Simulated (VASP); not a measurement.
# BaS (Pm-3m) in VASP: settings compared, part 2 of 2

VASP 6.6.1. Earlier steps stand in the parts before.

## Step 6: Single point, PBE

The input, INCAR:

```
ALGO = Normal
EDIFF = 1E-6
ENCUT = 520
GGA = PE
ISIF = 2
ISMEAR = -1
LASPH = T
LCHARG = T
LELF = T
LREAL = F
LVHAR = T
LWAVE = F
NBANDS = 15
NELM = 60
PREC = Accurate
SIGMA = 0.02
```

The input, KPOINTS:

```
k-points
0
Gamma
  6 6 6
```

The input, POSCAR:

```
BaS
1.0
    3.8337582597      0.0000000000      0.0000000000
    0.0000000000      3.8337582597      0.0000000000
    0.0000000000      0.0000000000      3.8337582597
Ba S
1 1
Direct
    0.0000000000      0.0000000000      0.0000000000
    0.5000000000      0.5000000000      0.5000000000
```

Potentials or basis: VASP PAW PBE potentials, release 64 (Ba_sv, S).

Run with:

```
cat potpaw_PBE.64/Ba_sv/POTCAR potpaw_PBE.64/S/POTCAR > POTCAR
mpirun -np 1 vasp_std > vasp.out
```

OUTCAR:

```text
EDIFF = 1E-6
   ENCUT = 520
   GGA = PE
   ISIF = 2
   ISMEAR = -1
   LASPH = T
   LREAL = F
   NELM = 60
   PREC = Accurate

 ion  position               nearest neighbor table
   1  0.000  0.000  0.000-   2 3.32   2 3.32   2 3.32   2 3.32   2 3.32   2 3.32   2 3.32   2 3.32

   2  0.500  0.500  0.500-   1 3.32   1 3.32   1 3.32   1 3.32   1 3.32   1 3.32   1 3.32   1 3.32

  LATTYP: Found a simple cubic cell.
 ALAT       =     3.8337582597

  Lattice vectors:

 A1 = (   3.8337582597,   0.0000000000,   0.0000000000)
 A2 = (   0.0000000000,   3.8337582597,   0.0000000000)
 A3 = (   0.0000000000,   0.0000000000,   3.8337582597)

Analysis of symmetry for initial positions (statically):
=====================================================================
 Subroutine PRICEL returns:
 Original cell was already a primitive cell.

 Routine SETGRP: Setting up the symmetry group for a
 simple cubic supercell.

 Subroutine GETGRP returns: Found 48 space group operations
 (whereof 48 operations were pure point group operations)
 out of a pool of 48 trial point group operations.

The static configuration has the point symmetry O_h .

Analysis of symmetry for dynamics (positions and initial velocities):
=====================================================================
 Subroutine PRICEL returns:
 Original cell was already a primitive cell.

 Routine SETGRP: Setting up the symmetry group for a
 simple cubic supercell.

 Subroutine GETGRP returns: Found 48 space group operations
 (whereof 48 operations were pure point group operations)
 out of a pool of 48 trial point group operations.

The dynamic configuration has the point symmetry O_h .

 Subroutine INISYM returns: Found 48 space group operations
 (whereof 48 operations are pure point group operations),
 and found     1 'primitive' translations

[... 114 lines left out ...]
   GGA     = PE    functional components
   LHFCALC =     F    Hartree Fock is set to
   AEXX    =    0.0000 exact exchange contribution
   IVDW    =     0    specifies the selected vdW correction
   LEPSILON=     F    determine dielectric tensor
   LRPA    =     F    only Hartree local field effects (RPA)
 non-spin polarized calculation
  energy-cutoff  :      520.00
  volume of cell :       56.35
 maximum number of plane-waves:      1568
 NGX is ok and might be reduce to    30
   NGX = 15   NGY = 15   NGZ = 15

 number of electron      15.9999997 magnetization

 Free energy of the ion-electron system (eV)
  ---------------------------------------------------
  ext. energy  EPLUGINS =         0.00000000
  ---------------------------------------------------
  free energy    TOTEN  =        -9.74733730 eV

  energy without entropy =       -9.74733730  energy(sigma->0) =       -9.74733730

 E-fermi :   3.4738     XC(G=0):  -9.4050

 val. band max:        3.0347119459   @ k =   0.5000   0.5000   0.0000
 cond. band min:       4.4689076400   @ k =   0.0000   0.0000   0.0000
 fundamental gap:      1.4341956941
 Fermi energy:         3.4738091381

 k-point     1 :       0.0000    0.0000    0.0000
  band No.  band energies     occupation
      1     -24.1149      2.00000
      2      -8.9125      2.00000
      3      -8.9125      2.00000
      4      -8.9125      2.00000
      5      -8.0359      2.00000
      6       2.9248      2.00000
      7       2.9248      2.00000
      8       2.9248      2.00000
      9       4.4689      0.00000
     10       4.4689      0.00000
     11       6.8848      0.00000
     12       9.5823      0.00000
     13       9.5823      0.00000
     14       9.5823      0.00000
[... 329 lines left out ...]
      2      -9.5383      2.00000
      3      -9.5383      2.00000
      4      -9.5383      2.00000
      5      -7.2344      2.00000
      6       0.2536      2.00000
      7       0.2536      2.00000
      8       0.2536      2.00000
      9      10.3646      0.00000
     10      10.3646      0.00000
     11      10.3646      0.00000
     12      10.8168      0.00000
     13      10.8168      0.00000
     14      10.8168      0.00000
     15      12.1015      0.00000

------------------------ aborting loop because EDIFF is reached ----------------------------------------

  FORCE on cell =-STRESS in cart. coord.  units (eV):
  Direction    XX          YY          ZZ          XY          YZ          ZX
  --------------------------------------------------------------------------------------
  -------------------------------------------------------------------------------------
  Total        0.4181007      0.4181007      0.4181007      0.0000000      0.0000000     -0.0000000
  in kB       11.8882318     11.8882318     11.8882318      0.0000000      0.0000000     -0.0000000
  external PRESSURE =      11.8882318 kB  Pullay stress =       0.0000000 kB

 VOLUME and BASIS-vectors are now :
 -----------------------------------------------------------------------------
  energy-cutoff  :      520.00
  volume of cell :       56.35
      direct lattice vectors                 reciprocal lattice vectors
     3.833758260  0.000000000  0.000000000     0.260840651  0.000000000  0.000000000
     0.000000000  3.833758260  0.000000000     0.000000000  0.260840651  0.000000000
     0.000000000  0.000000000  3.833758260     0.000000000  0.000000000  0.260840651

 POSITION                                       TOTAL-FORCE (eV/Angst)
 -----------------------------------------------------------------------------------
      0.00000      0.00000      0.00000         0.000000      0.000000      0.000000
      1.91688      1.91688      1.91688         0.000000      0.000000      0.000000
 -----------------------------------------------------------------------------------
    total drift:                                0.000000     -0.000000     -0.000000

  FREE ENERGIE OF THE ION-ELECTRON SYSTEM (eV)
  ---------------------------------------------------
  free  energy   TOTEN  =        -9.7473373013 eV

  energy  without entropy=       -9.7473373013  energy(sigma->0) =       -9.74733730
```

OSZICAR:

```text
N       E                     dE             d eps       ncg     rms          rms(c)
DAV:   1     0.798520207468E+02    0.79852E+02   -0.69172E+03   600   0.937E+02
DAV:   2    -0.635267455803E+01   -0.86205E+02   -0.78061E+02   840   0.170E+02
DAV:   3    -0.101233660620E+02   -0.37707E+01   -0.37520E+01   822   0.374E+01
DAV:   4    -0.101773061609E+02   -0.53940E-01   -0.53925E-01   771   0.466E+00
DAV:   5    -0.101786492683E+02   -0.13431E-02   -0.13431E-02   792   0.622E-01    0.484E+00
DAV:   6    -0.975866054716E+01    0.41999E+00   -0.45828E-01   705   0.481E+00    0.351E+00
DAV:   7    -0.974324568163E+01    0.15415E-01   -0.17517E-01   761   0.263E+00    0.173E+00
DAV:   8    -0.974757327452E+01   -0.43276E-02   -0.33075E-02   656   0.113E+00    0.212E-01
DAV:   9    -0.974702968409E+01    0.54359E-03   -0.31926E-03   761   0.421E-01    0.105E-01
DAV:  10    -0.974723428161E+01   -0.20460E-03   -0.43076E-04   666   0.146E-01    0.428E-02
DAV:  11    -0.974733716081E+01   -0.10288E-03   -0.14798E-04   698   0.989E-02    0.274E-02
DAV:  12    -0.974733730133E+01   -0.14052E-06   -0.74012E-06   768   0.227E-02
   1 F= -.97473373E+01 E0= -.97473373E+01  d E =-.374087E-11
```

stdout:

```text
POSCAR found type information on POSCAR BaS
 POSCAR found :  2 types and       2 ions
 scaLAPACK will be used
 LDA part: xc-table for (Slater+PW92), standard interpolation
 POSCAR, INCAR and KPOINTS ok, starting setup
 FFT: planning ... GRIDC
 FFT: planning ... GRID_SOFT
 FFT: planning ... GRID
 WAVECAR not read
 entering main loop
```

Run time: 19 s. Hardware: 1 thread of Intel Xeon 8259CL, shared host; peak memory 0.17 GiB.

Results:

| Property | Result |
| --- | --- |
| Free energy | -9.7473 eV |
| Pressure | 1.2 GPa |
| Band gap on the k mesh | 1.43 eV (least direct gap 1.54 eV) |

Caveat: spin-orbit coupling is left out, which moves the levels of the heavy elements. A k mesh can miss the band edges.

## Step 7: Overview

| level | potentials or basis | cell | k mesh | smearing | grid for exact exchange (PRECFOCK) | share of exact exchange | gap on the mesh (eV) | pressure (GPa) |
| --- | --- | --- | --- | --- | --- | --- | --- | --- |
| r2SCAN0 | VASP PAW PBE potentials, release 64 (Ba_sv, S) | a = 3.834 Å, 2 atoms | 4 × 4 × 4 | gaussian 0.01 eV | Normal | 0.25 | 3.30 | 0.4 |
| PBE | VASP PAW PBE potentials, release 64 (Ba_sv, S) | a = 3.834 Å, 2 atoms | 4 × 4 × 4 | gaussian 0.01 eV | - | - | 1.42 | 1.3 |
| PBEsol | VASP PAW PBE potentials, release 64 (Ba_sv, S) | a = 3.771 Å, 2 atoms | 6 × 6 × 6 | fermi-dirac 0.02 eV | - | - | 1.23 | 1.2 |
| LDA | VASP PAW LDA potentials, release 64 (Ba_sv, S) | a = 3.731 Å, 2 atoms | 6 × 6 × 6 | fermi-dirac 0.02 eV | - | - | 1.09 | 1.4 |
| PBE | VASP PAW PBE potentials, release 64 (Ba_sv, S) | a = 3.834 Å, 2 atoms | 6 × 6 × 6 | fermi-dirac 0.02 eV | - | - | 1.43 | 1.2 |

Alike in all rows: task single point; no spin polarisation; cutoff (eV) 520.

Caveats: spin-orbit coupling is left out, which moves the levels of the heavy elements; the PAW data sets were made with another functional, which shifts forces and pressure a little (at least some runs).

Absolute energies hang on the potentials; compare differences alone.
